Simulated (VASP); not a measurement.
Runs of VASP 6.6.1 on MgO. The structure is cubic, space group Pm-3m (No. 221). Conventional cell: a = 2.623 Å, b = 2.623 Å, c = 2.623 Å, α = 90.00°, β = 90.00°, γ = 90.00°. Mg (site symmetry m-3m) has 8 O at 2.27 Å and 6 Mg at 2.62 Å within 3.0 Å. O (site symmetry m-3m) has 8 Mg at 2.27 Å and 6 O at 2.62 Å within 3.0 Å. 

| level | potentials or basis | k mesh | cutoff (eV) | smearing | grid for exact exchange (PRECFOCK) | share of exact exchange | screening parameter | gap on the mesh (eV) | pressure (GPa) |
| --- | --- | --- | --- | --- | --- | --- | --- | --- | --- |
| PBE-based global hybrid with 5 % exact exchange | VASP PAW PBE potentials, release 64 (Mg, O) | 4 × 4 × 4 | 520 | gaussian 0.01 eV | Normal | 0.05 | - | 3.05 | 4.1 |
| r2SCAN | VASP PAW PBE potentials, release 64 (Mg, O) | 6 × 6 × 6 | 520 | gaussian 0.01 eV | - | - | - | 3.45 | -1.2 |
| PBE-based screened hybrid with 30 % exact exchange | VASP PAW PBE potentials, release 64 (Mg, O) | 4 × 4 × 4 | 520 | gaussian 0.01 eV | Normal | 0.3 | 0.5 1/Å | (c) | -1.2 |
| PBE-based screened hybrid with 15 % exact exchange | VASP PAW PBE potentials, release 64 (Mg, O) | 4 × 4 × 4 | 520 | gaussian 0.01 eV | Normal | 0.15 | 0.1 1/Å | (a) | (b) |
| r2SCAN | VASP PAW PBE potentials, release 64 (Mg_sv, O) | 6 × 6 × 6 | 920 | methfessel-paxton 0.2 eV | - | - | - | 3.52 | 0.6 |
| HSE06 | VASP PAW PBE potentials, release 64 (Mg, O) | 4 × 4 × 4 | 520 | gaussian 0.01 eV | Normal | 0.25 | 0.2079 1/Å | 4.15 | -1.2 |
| r2SCAN | VASP PAW PBE potentials, release 64 (Mg, O) | 6 × 6 × 6 | 520 | methfessel-paxton 0.2 eV | - | - | - | 3.45 | -1.2 |
| PBE-based screened hybrid with 30 % exact exchange | VASP PAW PBE potentials, release 64 (Mg, O) | 4 × 4 × 4 | 520 | gaussian 0.01 eV | Normal | 0.3 | 0.2078 1/Å | 4.48 | -2.5 |

Alike in all rows: task single point; no spin polarisation; cell as given.

Question: Fill in the values left out.

Answer: (a) 3.75; (b) 1.3; (c) 3.67.

Caveats: some runs use coarse meshes; the structure was generated, so it needn't be the stable form of MgO; the PAW data sets were made with another functional, which shifts forces and pressure a little.

A k mesh can miss the band edges.

The runs don't all hold the same shells in valence.
